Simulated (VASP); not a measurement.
A run of VASP 6.6.1 is set up as follows.

Contents of INCAR:

```
PREC = Accurate
ENCUT = 520
EDIFF = 1E-8
ISMEAR = -1
SIGMA = 0.02
LREAL = Auto
LASPH = True
NELM = 60
ALGO = Normal
ISIF = 2
LWAVE = False
LCHARG = False
GGA = PE
LEFG = True
NBANDS = 68
KPAR = 4
```

The input KPOINTS:

```
Automatic mesh
0
Gamma
  6 6 6
```

Contents of POSCAR:

```
Mg7SiN6
1.0
   -2.7479005000      5.1448290000      5.7570850000
    2.7479005000     -5.1448290000      5.7570850000
    2.7479005000      5.1448290000     -5.7570850000
Mg Si N
14 2 12
Direct
    0.9578870000      0.7186570000      0.6765440000
    0.0421130000      0.2813430000      0.3234560000
    0.4578870000      0.7813430000      0.2392300000
    0.5421130000      0.2186570000      0.7607700000
    0.3910830000      0.5148160000      0.6659410000
    0.8488750000      0.7251420000      0.3340590000
    0.6511250000      0.9851840000      0.8762670000
    0.1089170000      0.7748580000      0.1237330000
    0.6089170000      0.4851840000      0.3340590000
    0.1511250000      0.2748580000      0.6659410000
    0.3488750000      0.0148160000      0.1237330000
    0.8910830000      0.2251420000      0.8762670000
    0.7500000000      0.2500000000      0.5000000000
    0.2500000000      0.7500000000      0.5000000000
    0.7500000000      0.7500000000      0.0000000000
    0.2500000000      0.2500000000      0.0000000000
    0.7228270000      0.6343130000      0.7010950000
    0.9332180000      0.0217320000      0.2989050000
    0.5667820000      0.8656870000      0.0885140000
    0.7771730000      0.4782680000      0.9114860000
    0.2771730000      0.3656870000      0.2989050000
    0.0667820000      0.9782680000      0.7010950000
    0.4332180000      0.1343130000      0.9114860000
    0.2228270000      0.5217320000      0.0885140000
    0.3445420000      0.1291610000      0.4737030000
    0.6554580000      0.8708390000      0.5262970000
    0.8445420000      0.3708390000      0.2153810000
    0.1554580000      0.6291610000      0.7846190000
```

Potentials or basis: VASP PAW PBE potentials, release 64 (Mg, Si, N).

Run with:

```sh
$ cat potpaw_PBE.64/Mg/POTCAR potpaw_PBE.64/Si/POTCAR potpaw_PBE.64/N/POTCAR > POTCAR
$ mpirun -np 4 vasp_std > vasp.out
```

Task: Predict the pressure.

Result: -0.5 GPa.

Task: Estimate the band gap on the k mesh.

Result: 1.55 eV (least direct gap 1.71 eV).

Electric field gradients, principal values (V/Å²):
| atom | least | middle | greatest (by size) |
| --- | --- | --- | --- |
| 1 Mg | -7.788 | -9.186 | 16.974 |
| 2 Mg | -7.788 | -9.186 | 16.974 |
| 3 Mg | -7.788 | -9.186 | 16.974 |
| 4 Mg | -7.788 | -9.186 | 16.974 |
| 5 Mg | 1.952 | 12.288 | -14.240 |
| 6 Mg | 1.952 | 12.288 | -14.240 |
| 7 Mg | 1.952 | 12.288 | -14.240 |
| 8 Mg | 1.952 | 12.288 | -14.240 |
| 9 Mg | 1.952 | 12.288 | -14.240 |
| 10 Mg | 1.952 | 12.288 | -14.240 |
| 11 Mg | 1.952 | 12.288 | -14.240 |
| 12 Mg | 1.952 | 12.288 | -14.240 |
| 13 Mg | 4.205 | 13.229 | -17.434 |
| 14 Mg | 4.205 | 13.229 | -17.434 |
| 15 Si | -8.240 | -11.768 | 20.008 |
| 16 Si | -8.240 | -11.768 | 20.008 |
| 17 N | -3.902 | -12.702 | 16.604 |
| 18 N | -3.903 | -12.702 | 16.604 |
| 19 N | -3.903 | -12.702 | 16.605 |
| 20 N | -3.902 | -12.702 | 16.604 |
| 21 N | -3.902 | -12.702 | 16.604 |
| 22 N | -3.903 | -12.702 | 16.604 |
| 23 N | -3.903 | -12.702 | 16.605 |
| 24 N | -3.902 | -12.702 | 16.604 |
| 25 N | 2.323 | 7.619 | -9.941 |
| 26 N | 2.323 | 7.619 | -9.941 |
| 27 N | 2.323 | 7.619 | -9.941 |
| 28 N | 2.323 | 7.619 | -9.941 |

Caveat: without QUAD_EFG the Cq values of the log hold for a quadrupole moment of 1 mb, not for the nuclei. A k mesh can miss the band edges.
